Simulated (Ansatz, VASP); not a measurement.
**One calculation of Mo, two programs**

```
CELL_PARAMETERS angstrom
0.00000 2.09352 2.09352
2.09352 0.00000 2.09352
2.09352 2.09352 0.00000
ATOMIC_POSITIONS crystal
Mo 0.00000 0.00000 0.00000
```

Alike in both runs: task single point; functional PBEsol; k mesh 18 × 18 × 18; occupations gaussian, width 0.1 eV; no spin polarisation.

|  | VASP | Ansatz |
| --- | --- | --- |
| version | VASP 6.6.1 | Ansatz 0.2.0 |
| potentials or method | VASP PAW PBE potentials, release 64 (Mo_sv), cutoff 520 eV | scalar-relativistic, plane waves, PAW |
| valence electrons in the cell | 14 | 14 |

Ansatz gave:

```
gap on the k mesh at the Fermi level (eV) : none
pressure (GPa)                            : -30.5
```

Question: Estimate VASP's values.

Answer: gap on the k mesh at the Fermi level (eV): none; pressure (GPa): -30.3.

VASP's potentials were made for PBE, not for PBEsol. A gap of «none» marks a metal or a gap that the smearing closes. Both programs put the cell under strong tension, so it lies far from rest at this level. The functional is the same, so the differences come from potentials, cutoffs and numerics.

Noted on VASP's run: the cell as given lies far from equilibrium.
